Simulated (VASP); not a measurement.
# AlCu3 (Pmmn) in VASP: single point with PBEsol

Aim: the single point of AlCu3 with PBEsol.

Program: VASP 6.6.1. These are calculated values, not measurements. Logs are shortened: lines on timing, memory, paths and dates and some standing lists are left out, and cuts for length are marked.

### 1 The cell of the first run

The structure is orthorhombic, space group Pmmn (No. 59). Conventional cell: a = 4.173 Å, b = 5.107 Å, c = 4.512 Å, α = 90.00°, β = 90.00°, γ = 90.00°. Al (site symmetry mm2) has 12 Cu at 2.55 to 2.60 Å within 3.4 Å. Within 3.4 Å of Cu (site symmetry mm2) lie 4 Al at 2.55 Å and 8 Cu at 2.58 to 2.60 Å. Within 3.3 Å of Cu (site symmetry m) lie 8 Cu at 2.54 to 2.60 Å and 4 Al at 2.57 to 2.60 Å.

### 2 Single point, PBEsol

Input file INCAR:

```
  PREC = Accurate
  ENCUT = 520
  EDIFF = 1E-6
  ISMEAR = 0
  SIGMA = 0.05
  LREAL = False
  LASPH = True
  NELM = 100
  ALGO = Normal
  ISIF = 2
  LWAVE = False
  LCHARG = False
  GGA = PS
  NBANDS = 46
```

Input file KPOINTS:

```
regular mesh
0
Gamma
  10 8 10
```

Input file POSCAR:

```
AlCu3
1.0
    4.1725144000      0.0000000000      0.0000000000
    0.0000000000      5.1070174600      0.0000000000
    0.0000000000      0.0000000000      4.5117153100
Al Cu
2 6
Direct
    0.0000000000      0.0000000000      0.6611100000
    0.5000000000      0.5000000000      0.3388900000
    0.0000000000      0.5000000000      0.6626749500
    0.5000000000      0.0000000000      0.3373250500
    0.0000000000      0.2509403100      0.1600646800
    0.0000000000      0.7490596900      0.1600646800
    0.5000000000      0.2490596900      0.8399353200
    0.5000000000      0.7509403100      0.8399353200
```

Potentials or basis: VASP PAW PBE potentials, release 64 (Al, Cu).

Started as:

```
> cat potpaw_PBE.64/Al/POTCAR potpaw_PBE.64/Cu/POTCAR > POTCAR
> mpirun -np 1 vasp_std > vasp.out
```

OUTCAR:

```text
PREC = Accurate
   ENCUT = 520
   EDIFF = 1E-6
   ISMEAR = 0
   LREAL = False
   LASPH = True
   NELM = 100
   ISIF = 2
   GGA = PS

 ion  position               nearest neighbor table
   1  0.000  0.000  0.661-   4 2.55   4 2.55   3 2.55   3 2.55   7 2.57   8 2.57   7 2.57   8 2.57
                             5 2.59   6 2.59   5 2.60   6 2.60
   2  0.500  0.500  0.339-   3 2.55   3 2.55   4 2.55   4 2.55   5 2.57   6 2.57   5 2.57   6 2.57
                             7 2.59   8 2.59   7 2.60   8 2.60
   3  0.000  0.500  0.663-   2 2.55   2 2.55   1 2.55   1 2.55   7 2.58   8 2.58   7 2.58   8 2.58
                             5 2.58   6 2.58   5 2.60   6 2.60
   4  0.500  0.000  0.337-   1 2.55   1 2.55   2 2.55   2 2.55   5 2.58   6 2.58   5 2.58   6 2.58
                             7 2.58   8 2.58   7 2.60   8 2.60
   5  0.000  0.251  0.160-   7 2.54   7 2.54   6 2.54   6 2.56   2 2.57   2 2.57   4 2.58   4 2.58
                             3 2.58   1 2.59   1 2.60   3 2.60
   6  0.000  0.749  0.160-   8 2.54   8 2.54   5 2.54   5 2.56   2 2.57   2 2.57   4 2.58   4 2.58
                             3 2.58   1 2.59   1 2.60   3 2.60
   7  0.500  0.249  0.840-   5 2.54   5 2.54   8 2.54   8 2.56   1 2.57   1 2.57   3 2.58   3 2.58
                             4 2.58   2 2.59   2 2.60   4 2.60
   8  0.500  0.751  0.840-   6 2.54   6 2.54   7 2.54   7 2.56   1 2.57   1 2.57   3 2.58   3 2.58
                             4 2.58   2 2.59   2 2.60   4 2.60

  LATTYP: Found a simple orthorhombic cell.
 ALAT       =     4.1725144000
 B/A-ratio  =     1.0812941257
 C/A-ratio  =     1.2239664074

  Lattice vectors:

 A1 = (  -4.1725144000,   0.0000000000,   0.0000000000)
 A2 = (   0.0000000000,   0.0000000000,   4.5117153100)
 A3 = (   0.0000000000,   5.1070174600,   0.0000000000)

Analysis of symmetry for initial positions (statically):
=====================================================================
 Subroutine PRICEL returns:
 Original cell was already a primitive cell.

 Routine SETGRP: Setting up the symmetry group for a
 simple orthorhombic supercell.

 Subroutine GETGRP returns: Found  8 space group operations
 (whereof  4 operations were pure point group operations)
 out of a pool of  8 trial point group operations.

The static configuration has the point symmetry C_2v.
 The point group associated with its full space group is D_2h.

Analysis of symmetry for dynamics (positions and initial velocities):
=====================================================================
[... 129 lines left out ...]
   ISIF   =      2    stress and relaxation
   ISYM   =      2    0-nonsym 1-usesym 2-fastsym
   POTIM  = 0.5000    time-step for ionic-motion
   TEBEG  =    0.0;   TEEND  =   0.0 temperature during run
   PSTRESS=    0.0 pullay stress
   NELECT =      72.0000    total number of electrons
   NUPDOWN=      -1.0000    fix difference up-down
   EMIN   =  10.00;   EMAX   =-10.00  energy-range for DOS
   EFERMI =   0.00;   METHOD = LEGACY
   ISMEAR =     0;   SIGMA  =   0.05  broadening in eV -4-tet -1-fermi 0-gaus
   EFERMI_NEDOS =   21; number of points for ismear=-14 and -15
   IALGO  =     38    algorithm
   IMIX   =      4    mixing-type and parameters
     AMIX     =   0.40;   BMIX     =  1.00
     AMIX_MAG =   1.60;   BMIX_MAG =  1.00
  volume/ion in A,a.u.               =      12.02        81.10
  Fermi-wavevector in a.u.,A,eV,Ry     =   1.486677  2.809413 30.071724  2.210209
  Thomas-Fermi vector in A             =   2.599934
   LORBIT       =      0    0 simple, 1 ext, 2 COOP (PROOUT), +10 PAW based schemes
   GGA     = PS    functional components
   LHFCALC =     F    Hartree Fock is set to
   AEXX    =    0.0000 exact exchange contribution
   IVDW    =     0    specifies the selected vdW correction
   LEPSILON=     F    determine dielectric tensor
   LRPA    =     F    only Hartree local field effects (RPA)
 non-spin polarized calculation
 Gauss-broadening in eV      SIGMA  =   0.05
  energy-cutoff  :      520.00
  volume of cell :       96.14
 maximum number of plane-waves:      2614
 NGX is ok and might be reduce to    32
   NGX = 15   NGY = 19   NGZ = 17

 number of electron      71.9999953 magnetization

 Free energy of the ion-electron system (eV)
  ---------------------------------------------------
  ext. energy  EPLUGINS =         0.00000000
  ---------------------------------------------------
  free energy    TOTEN  =       -35.64211888 eV

  energy without entropy =      -35.63968453  energy(sigma->0) =      -35.64090170

 E-fermi :   8.5551     XC(G=0): -12.4839

 val. band max:        8.5525412579   @ k =   0.2000   0.1250   0.3000
 cond. band min:       8.5583301378   @ k =   0.2000   0.0000   0.1000
 fundamental gap:      0.0057888799
 Fermi energy:         8.5550795551

 k-point     1 :       0.0000    0.0000    0.0000
  band No.  band energies     occupation
      1      -2.0948      2.00000
      2       2.2374      2.00000
      3       2.7195      2.00000
      4       3.3834      2.00000
      5       3.6480      2.00000
      6       3.7482      2.00000
[... 1165 lines left out ...]
     45      16.5908      0.00000
     46      16.5908      0.00000

 [... further k-points ...]

------------------------ aborting loop because EDIFF is reached ----------------------------------------

  FORCE on cell =-STRESS in cart. coord.  units (eV):
  Direction    XX          YY          ZZ          XY          YZ          ZX
  --------------------------------------------------------------------------------------
  -------------------------------------------------------------------------------------
  Total        0.0841459     -0.0315081     -0.7571903      0.0000000      0.0000000      0.0000000
  in kB        1.4022866     -0.5250801    -12.6185293      0.0000000      0.0000000      0.0000000
  external PRESSURE =      -3.9137743 kB  Pullay stress =       0.0000000 kB

 VOLUME and BASIS-vectors are now :
 -----------------------------------------------------------------------------
  energy-cutoff  :      520.00
  volume of cell :       96.14
      direct lattice vectors                 reciprocal lattice vectors
     4.172514400  0.000000000  0.000000000     0.239663643  0.000000000  0.000000000
     0.000000000  5.107017460  0.000000000     0.000000000  0.195809004  0.000000000
     0.000000000  0.000000000  4.511715310     0.000000000  0.000000000  0.221645191

 POSITION                                       TOTAL-FORCE (eV/Angst)
 -----------------------------------------------------------------------------------
      0.00000      0.00000      2.98274         0.000000      0.000000      0.036192
      2.08626      2.55351      1.52898         0.000000      0.000000     -0.036192
      0.00000      2.55351      2.98980         0.000000      0.000000      0.083074
      2.08626      0.00000      1.52191         0.000000      0.000000     -0.083074
      0.00000      1.28156      0.72217         0.000000      0.002166      0.036794
      0.00000      3.82546      0.72217        -0.000000     -0.002166      0.036794
      2.08626      1.27195      3.78955         0.000000     -0.002166     -0.036794
      2.08626      3.83507      3.78955         0.000000      0.002166     -0.036794
 -----------------------------------------------------------------------------------
    total drift:                                0.000000      0.000000      0.000000

  FREE ENERGIE OF THE ION-ELECTRON SYSTEM (eV)
  ---------------------------------------------------
  free  energy   TOTEN  =       -35.6421188814 eV

  energy  without entropy=      -35.6396845279  energy(sigma->0) =      -35.64090170
```

OSZICAR:

```text
N       E                     dE             d eps       ncg     rms          rms(c)
DAV:   1     0.616371724198E+03    0.61637E+03   -0.30367E+04 16568   0.251E+03
DAV:   2     0.335816477208E+02   -0.58279E+03   -0.56534E+03 16566   0.459E+02
DAV:   3    -0.423211225626E+02   -0.75903E+02   -0.71264E+02 17564   0.210E+02
DAV:   4    -0.452235354613E+02   -0.29024E+01   -0.28749E+01 20522   0.563E+01
DAV:   5    -0.452885291281E+02   -0.64994E-01   -0.64972E-01 25444   0.740E+00    0.259E+01
DAV:   6    -0.424236337245E+02    0.28649E+01   -0.12425E+02 18718   0.195E+02    0.168E+01
DAV:   7    -0.356899244329E+02    0.67337E+01   -0.27980E+01 19870   0.948E+01    0.173E+00
DAV:   8    -0.357053929141E+02   -0.15468E-01   -0.18820E+00 21604   0.268E+01    0.188E+00
DAV:   9    -0.356917869172E+02    0.13606E-01   -0.38539E-01 20866   0.190E+01    0.164E+00
DAV:  10    -0.356431776745E+02    0.48609E-01   -0.89740E-02 20836   0.591E+00    0.318E-01
DAV:  11    -0.356420526859E+02    0.11250E-02   -0.15714E-02 25458   0.177E+00    0.954E-02
DAV:  12    -0.356421461940E+02   -0.93508E-04   -0.30789E-03 18206   0.864E-01    0.512E-02
DAV:  13    -0.356421697055E+02   -0.23511E-04   -0.65133E-04 18366   0.568E-01    0.522E-02
DAV:  14    -0.356421194848E+02    0.50221E-04   -0.15510E-04 18824   0.294E-01    0.121E-02
DAV:  15    -0.356421192123E+02    0.27252E-06   -0.40114E-05 23240   0.907E-02    0.736E-03
DAV:  16    -0.356421188814E+02    0.33090E-06   -0.44165E-06 16590   0.348E-02
   1 F= -.35642119E+02 E0= -.35640902E+02  d E =-.243435E-02
```

stdout:

```text
POSCAR found type information on POSCAR AlCu
 POSCAR found :  2 types and       8 ions
 scaLAPACK will be used
 -----------------------------------------------------------------------------
|                                                                             |
|                                                                             |
|     You enforced a specific xc type in the INCAR file but a different       |
|     I HOPE YOU KNOW WHAT YOU ARE DOING!                                     |
|                                                                             |
 -----------------------------------------------------------------------------

 LDA part: xc-table for (Slater+PW92), standard interpolation
 POSCAR, INCAR and KPOINTS ok, starting setup
 FFT: planning ... GRIDC
 FFT: planning ... GRID_SOFT
 FFT: planning ... GRID
 WAVECAR not read
 entering main loop
```

It took 8.7 min on 1 thread of Intel Xeon Platinum 8488C (Sapphire Rapids), shared host; peak memory 0.62 GiB.

Results:

```yaml
Free_energy: -35.6421 eV
Pressure: -0.4 GPa
Largest_force: 0.083 eV/Å
Band_gap_on_the_k_mesh: zero (bands 36 and 37 overlap by 4.10 eV)
```

Forces on the atoms (eV/Å):
```
Al   0.000  0.000  0.036
Al   0.000  0.000 -0.036
Cu   0.000  0.000  0.083
Cu   0.000  0.000 -0.083
Cu   0.000  0.002  0.037
Cu   0.000 -0.002  0.037
Cu   0.000 -0.002 -0.037
Cu   0.000  0.002 -0.037
```

Stress tensor (GPa, compression positive):
```
 0.14  0.00  0.00
 0.00 -0.05  0.00
 0.00  0.00 -1.26
```

Levels at points of the mesh, in eV from the Fermi level:
| k point | band 32 | band 33 | band 34 | band 35 | band 36 | band 37 | band 38 | band 39 | band 40 | band 41 |
| --- | --- | --- | --- | --- | --- | --- | --- | --- | --- | --- |
| (0.00, 0.00, 0.00) | -2.31 | -2.18 | -1.61 | -1.21 | -0.45 | 1.71 | 3.22 | 3.66 | 3.99 | 4.07 |
| (0.50, 0.00, 0.00) | -2.28 | -1.35 | -1.35 | -0.80 | -0.80 | -0.55 | -0.55 | 2.52 | 2.52 | 5.31 |
| (0.00, 0.50, 0.00) | -2.45 | -0.31 | -0.31 | 0.33 | 0.33 | 0.67 | 0.67 | 2.23 | 2.23 | 3.74 |
| (0.50, 0.50, 0.00) | -2.34 | -2.32 | -2.32 | 0.88 | 0.88 | 1.03 | 1.03 | 3.06 | 3.06 | 3.17 |
| (0.00, 0.00, 0.50) | -2.20 | -1.61 | -1.33 | -0.46 | 0.08 | 0.66 | 1.05 | 1.87 | 2.96 | 5.09 |
| (0.50, 0.00, 0.50) | -2.27 | -2.26 | -2.26 | -1.19 | -1.19 | -0.86 | -0.86 | 2.64 | 2.64 | 2.66 |
| (0.00, 0.50, 0.50) | -2.49 | -2.28 | -2.28 | 2.21 | 2.21 | 2.51 | 2.51 | 2.60 | 2.60 | 3.58 |
| (0.50, 0.50, 0.50) | -2.35 | -2.29 | -2.29 | -1.97 | -1.97 | -1.89 | -1.89 | 6.79 | 6.79 | 7.28 |

Caveat: the PAW data sets were made with another functional, which shifts forces and pressure a little.
